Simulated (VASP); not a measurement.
# Mg (I4/mmm) in VASP: single point with PBE

Aim: the single point of Mg with PBE.

Program: VASP 6.6.1. These are calculated values, not measurements. Logs are shortened: lines on timing, memory, paths and dates and some standing lists are left out, and cuts for length are marked.

## Step 1: The cell of the first run

The structure is tetragonal, space group I4/mmm (No. 139). Conventional cell: a = 3.913 Å, b = 3.913 Å, c = 3.781 Å, α = 90.00°, β = 90.00°, γ = 90.00°. Within 4.4 Å of Mg (site symmetry 4/mmm) lie 14 Mg at 3.35 to 3.91 Å.

## Step 2: Single point, PBE (Ca replaced by Mg, lengths x 0.881, strained)

The input, INCAR:

```
ALGO = Normal
EDIFF = 1E-7
ENCUT = 520
GGA = PE
ISIF = 2
ISMEAR = 0
LASPH = T
LCHARG = F
LREAL = F
LWAVE = F
NBANDS = 7
NELM = 60
PREC = Accurate
SIGMA = 0.1
```

The input, KPOINTS:

```
k-points
0
Gamma
  16 16 16
```

The input, POSCAR:

```
Mg
1.0
   -1.9564747054      1.9564747054      1.8903875531
    1.9564747054     -1.9564747054      1.8903875531
    1.9564747054      1.9564747054     -1.8903875531
Mg
1
Direct
    0.5000000000      0.5000000000      0.0000000000
```

Potentials or basis: VASP PAW PBE potentials, release 64 (Mg).

The run is started by

```sh
cat potpaw_PBE.64/Mg/POTCAR > POTCAR
mpirun -np 1 vasp_std > vasp.out
```

OUTCAR:

```text
EDIFF = 1E-7
   ENCUT = 520
   GGA = PE
   ISIF = 2
   ISMEAR = 0
   LASPH = T
   LREAL = F
   NELM = 60
   PREC = Accurate

 ion  position               nearest neighbor table
   1  0.500  0.500  0.000-

  LATTYP: Found a body centered tetragonal cell.
 ALAT       =     3.9129494108
 C/A-ratio  =     0.9662213101

  Lattice vectors:

 A1 = (  -1.9564747054,   1.9564747054,   1.8903875531)
 A2 = (   1.9564747054,  -1.9564747054,   1.8903875531)
 A3 = (   1.9564747054,   1.9564747054,  -1.8903875531)

Analysis of symmetry for initial positions (statically):
=====================================================================
 Subroutine PRICEL returns:
 Original cell was already a primitive cell.

 Routine SETGRP: Setting up the symmetry group for a
 body centered tetragonal supercell.

 Subroutine GETGRP returns: Found 16 space group operations
 (whereof 16 operations were pure point group operations)
 out of a pool of 16 trial point group operations.

The static configuration has the point symmetry D_4h.

Analysis of symmetry for dynamics (positions and initial velocities):
=====================================================================
 Subroutine PRICEL returns:
 Original cell was already a primitive cell.

 Routine SETGRP: Setting up the symmetry group for a
 body centered tetragonal supercell.

 Subroutine GETGRP returns: Found 16 space group operations
 (whereof 16 operations were pure point group operations)
 out of a pool of 16 trial point group operations.

The dynamic configuration has the point symmetry D_4h.

 Subroutine INISYM returns: Found 16 space group operations
 (whereof 16 operations are pure point group operations),
 and found     1 'primitive' translations

----------------------------------------------------------------------------------------

                                     Primitive cell

  volume of cell :      28.9441

  direct lattice vectors                    reciprocal lattice vectors
    -1.956474705  1.956474705  1.890387553     0.000000000  0.255561699  0.264496028
     1.956474705 -1.956474705  1.890387553     0.255561699  0.000000000  0.264496028
     1.956474705  1.956474705 -1.890387553     0.255561699  0.255561699  0.000000000

  length of vectors
     3.350992636  3.350992636  3.350992636     0.367790608  0.367790608  0.361418821

  position of ions in fractional coordinates (direct lattice)
     0.500000000  0.500000000  0.000000000

  ion indices of the primitive-cell ions
   primitive index   ion index
                 1           1

----------------------------------------------------------------------------------------

 KPOINTS: k-points

Automatic generation of k-mesh.
 Grid dimensions read from file:
 generate k-points for:   16   16   16

 Generating k-lattice:

  Cartesian coordinates                     Fractional coordinates (reciprocal lattice)
     0.000000000  0.015972606  0.016531002     0.062500000 -0.000000000  0.000000000
     0.015972606  0.000000000  0.016531002    -0.000000000  0.062500000  0.000000000
     0.015972606  0.015972606  0.000000000     0.000000000  0.000000000  0.062500000

  Length of vectors
     0.022986913  0.022986913  0.022588676

  Shift w.r.t. Gamma in fractional coordinates (k-lattice)
     0.000000000  0.000000000  0.000000000

 Subroutine IBZKPT returns following result:
 ===========================================

 Found    349 irreducible k-points:

 Following reciprocal coordinates:
            Coordinates               Weight
  0.000000  0.000000  0.000000      1.000000
  0.062500 -0.000000  0.000000      8.000000
  0.125000 -0.000000  0.000000      8.000000
  0.187500 -0.000000  0.000000      8.000000
  0.250000 -0.000000  0.000000      8.000000
  0.312500 -0.000000  0.000000      8.000000
[... 16 lines left out ...]
 -0.125000  0.062500 -0.000000     16.000000
 -0.062500  0.062500  0.000000      4.000000
 [... further k-points ...]
   k-points           NKPTS =    349   k-points in BZ     NKDIM =    349   number of bands    NBANDS=      7
   number of dos      NEDOS =    301   number of ions     NIONS =      1
   total plane-waves  NPLWV =  21952
   dimension x,y,z NGX =    28 NGY =   28 NGZ =   28
   dimension x,y,z NGXF=    56 NGYF=   56 NGZF=   56
   ions per type =               1
   NGX,Y,Z   is equivalent  to a cutoff of  13.89, 13.89, 13.89 a.u.
   NGXF,Y,Z  is equivalent  to a cutoff of  27.78, 27.78, 27.78 a.u.
 SYSTEM =  unknown system
   PREC   = accura    normal or accurate (medium, high low for compatibility)
   ISTART =      0    job   : 0-new  1-cont  2-samecut
   ICHARG =      2    charge: 1-file 2-atom 10-const
   ISPIN  =      1    spin polarized calculation?
   LNONCOLLINEAR =      F non collinear calculations
   LSORBIT =      F    spin-orbit coupling
   LASPH  =      T    aspherical Exc in radial PAW
   ENCUT  =  520.0 eV  38.22 Ry    6.18 a.u.   6.23  6.23  6.23*2*pi/ulx,y,z
   NELM   =     60;   NELMIN=  2; NELMDL= -5     # of ELM steps
   EDIFF  = 0.1E-06   stopping-criterion for ELM
   LREAL  =      F    real-space projection
   EDIFFG = 0.1E-05   stopping-criterion for IOM
   NSW    =      0    number of steps for IOM
   IBRION =     -1    ionic relax: 0-MD 1-quasi-New 2-CG
   NFREE  =      0    steps in history (QN), initial steepest desc. (CG)
   ISIF   =      2    stress and relaxation
   ISYM   =      2    0-nonsym 1-usesym 2-fastsym
   POTIM  = 0.5000    time-step for ionic-motion
   TEBEG  =    0.0;   TEEND  =   0.0 temperature during run
   PSTRESS=    0.0 pullay stress
   NELECT =       2.0000    total number of electrons
   NUPDOWN=      -1.0000    fix difference up-down
   EMIN   =  10.00;   EMAX   =-10.00  energy-range for DOS
   EFERMI =   0.00;   METHOD = LEGACY
   ISMEAR =     0;   SIGMA  =   0.10  broadening in eV -4-tet -1-fermi 0-gaus
   EFERMI_NEDOS =   21; number of points for ismear=-14 and -15
   IALGO  =     38    algorithm
   IMIX   =      4    mixing-type and parameters
     AMIX     =   0.40;   BMIX     =  1.00
     AMIX_MAG =   1.60;   BMIX_MAG =  1.00
  volume/ion in A,a.u.               =      28.94       195.32
  Fermi-wavevector in a.u.,A,eV,Ry     =   0.671787  1.269494  6.140283  0.451298
  Thomas-Fermi vector in A             =   1.747712
   LORBIT       =      0    0 simple, 1 ext, 2 COOP (PROOUT), +10 PAW based schemes
   GGA     = PE    functional components
   LHFCALC =     F    Hartree Fock is set to
   AEXX    =    0.0000 exact exchange contribution
   IVDW    =     0    specifies the selected vdW correction
   LEPSILON=     F    determine dielectric tensor
   LRPA    =     F    only Hartree local field effects (RPA)
 non-spin polarized calculation
 Gauss-broadening in eV      SIGMA  =   0.10
  energy-cutoff  :      520.00
  volume of cell :       28.94
 maximum number of plane-waves:       795
 NGX is ok and might be reduce to    28
   NGX = 13   NGY = 13   NGZ = 13

 number of electron       2.0000000 magnetization

 Free energy of the ion-electron system (eV)
  ---------------------------------------------------
  ext. energy  EPLUGINS =         0.00000000
  ---------------------------------------------------
  free energy    TOTEN  =        -1.36027409 eV

  energy without entropy =       -1.35774308  energy(sigma->0) =       -1.35900859

 E-fermi :   1.5672     XC(G=0):  -7.8056

 val. band max:        1.5629422356   @ k =   0.4375   0.1250   0.0625
 cond. band min:       1.5800960102   @ k =  -0.3750  -0.3750   0.0625
 fundamental gap:      0.0171537747
 Fermi energy:         1.5671587260

 k-point     1 :       0.0000    0.0000    0.0000
  band No.  band energies     occupation
      1      -4.4571      2.00000
      2      12.7109      0.00000
      3      13.2997      0.00000
      4      13.2997      0.00000
      5      13.6990      0.00000
      6      13.6990      0.00000
      7      14.0170      0.00000

 k-point     2 :       0.0625   -0.0000    0.0000
  band No.  band energies     occupation
      1      -4.3774      2.00000
      2      12.1187      0.00000
      3      12.1515      0.00000
      4      12.7531      0.00000
      5      13.2865      0.00000
      6      14.1529      0.00000
      7      14.5019      0.00000

 k-point     3 :       0.1250   -0.0000    0.0000
  band No.  band energies     occupation
      1      -4.1387      2.00000
      2      10.2642      0.00000
      3      11.3544      0.00000
      4      11.9471      0.00000
      5      12.5171      0.00000
      6      13.4897      0.00000
      7      14.9400      0.00000

 k-point     4 :       0.1875   -0.0000    0.0000
  band No.  band energies     occupation
      1      -3.7420      2.00000
      2       8.3702      0.00000
      3      10.6524      0.00000
      4      11.1651      0.00000
      5      11.8076      0.00000
      6      12.8359      0.00000
      7      15.3577      0.00000

 k-point     5 :       0.2500   -0.0000    0.0000
  band No.  band energies     occupation
      1      -3.1886      2.00000
      2       6.5576      0.00000
      3      10.0773      0.00000
      4      10.4905      0.00000
      5      11.2067      0.00000
      6      12.2587      0.00000
      7      15.8100      0.00000

 k-point     6 :       0.3125   -0.0000    0.0000
  band No.  band energies     occupation
      1      -2.4806      2.00000
      2       4.8591      0.00000
      3       9.6352      0.00000
      4       9.9490      0.00000
      5      10.7322      0.00000
      6      11.7822      0.00000
      7      16.3720      0.00000

 k-point     7 :       0.3750   -0.0000    0.0000
  band No.  band energies     occupation
      1      -1.6207      2.00000
      2       3.2879      0.00000
      3       9.3274      0.00000
      4       9.5502      0.00000
      5      10.3910      0.00000
      6      11.4273      0.00000
      7      17.0488      0.00000
[... 121 lines left out ...]
 k-point    20 :      -0.3125    0.0625   -0.0000
  band No.  band energies     occupation
      1      -2.8083      2.00000
      2       5.7745      0.00000
      3       8.7387      0.00000
      4      10.1309      0.00000
      5      11.4155      0.00000
      6      12.8995      0.00000
      7      15.7018      0.00000

 k-point    21 :      -0.2500    0.0625   -0.0000
  band No.  band energies     occupation
      1      -3.4363      2.00000
      2       7.5310      0.00000
      3       9.2711      0.00000
      4      10.7199      0.00000
      5      11.9413      0.00000
      6      13.3927      0.00000
      7      15.0893      0.00000

 k-point    22 :      -0.1875    0.0625   -0.0000
  band No.  band energies     occupation
      1      -3.9087      2.00000
      2       9.3820      0.00000
      3       9.9407      0.00000
      4      11.4327      0.00000
      5      12.5760      0.00000
      6      13.8278      0.00000
      7      14.7109      0.00000

 k-point    23 :      -0.1250    0.0625   -0.0000
  band No.  band energies     occupation
      1      -4.2237      2.00000
      2      10.7126      0.00000
      3      11.2751      0.00000
      4      12.2346      0.00000
      5      13.2584      0.00000
      6      13.8659      0.00000
      7      14.6593      0.00000

 k-point    24 :      -0.0625    0.0625    0.0000
  band No.  band energies     occupation
      1      -4.3802      2.00000
      2      11.5753      0.00000
      3      12.6325      0.00000
      4      12.9367      0.00000
      5      13.5243      0.00000
      6      13.9365      0.00000
      7      14.2619      0.00000

 [... further k-points ...]

------------------------ aborting loop because EDIFF is reached ----------------------------------------

  FORCE on cell =-STRESS in cart. coord.  units (eV):
  Direction    XX          YY          ZZ          XY          YZ          ZX
  --------------------------------------------------------------------------------------
  -------------------------------------------------------------------------------------
  Total       -0.9153868     -0.9153868     -0.9183549      0.0000000      0.0000000      0.0000000
  in kB      -50.6705868    -50.6705868    -50.8348798      0.0000000      0.0000000      0.0000000
  external PRESSURE =     -50.7253512 kB  Pullay stress =       0.0000000 kB

 VOLUME and BASIS-vectors are now :
 -----------------------------------------------------------------------------
  energy-cutoff  :      520.00
  volume of cell :       28.94
      direct lattice vectors                 reciprocal lattice vectors
    -1.956474705  1.956474705  1.890387553     0.000000000  0.255561699  0.264496028
     1.956474705 -1.956474705  1.890387553     0.255561699  0.000000000  0.264496028
     1.956474705  1.956474705 -1.890387553     0.255561699  0.255561699  0.000000000

 POSITION                                       TOTAL-FORCE (eV/Angst)
 -----------------------------------------------------------------------------------
      0.00000      0.00000      1.89039         0.000000     -0.000000     -0.000000
 -----------------------------------------------------------------------------------
    total drift:                               -0.000000     -0.000000     -0.000000

  FREE ENERGIE OF THE ION-ELECTRON SYSTEM (eV)
  ---------------------------------------------------
  free  energy   TOTEN  =        -1.3602740923 eV

  energy  without entropy=       -1.3577430823  energy(sigma->0) =       -1.35900859
```

Wall time 80 s (1 thread of Intel Xeon Platinum 8375C at 2.90GHz (Ice Lake), shared host); peak memory 0.21 GiB.

Results:

```
Free energy            : -1.3603 eV
Pressure               : -5.1 GPa
Band gap on the k mesh : zero (bands 1 and 2 overlap by 4.14 eV)
```

Levels at points of the mesh, in eV from the Fermi level:
```tsv
k point	band 1	band 2	band 3	band 4
(0.00, 0.00, 0.00)	-6.02	11.14	11.73	11.73
(0.50, 0.00, 0.00)	-1.13	-0.91	7.53	7.65
(0.50, 0.50, 0.00)	-1.25	-1.13	7.99	8.16
(0.50, 0.50, 0.50)	3.01	3.01	3.68	3.76
```

Caveat: the cell differs from its parent crystal (Ca replaced by Mg, lengths x 0.881, strained); the cell stands under tension.
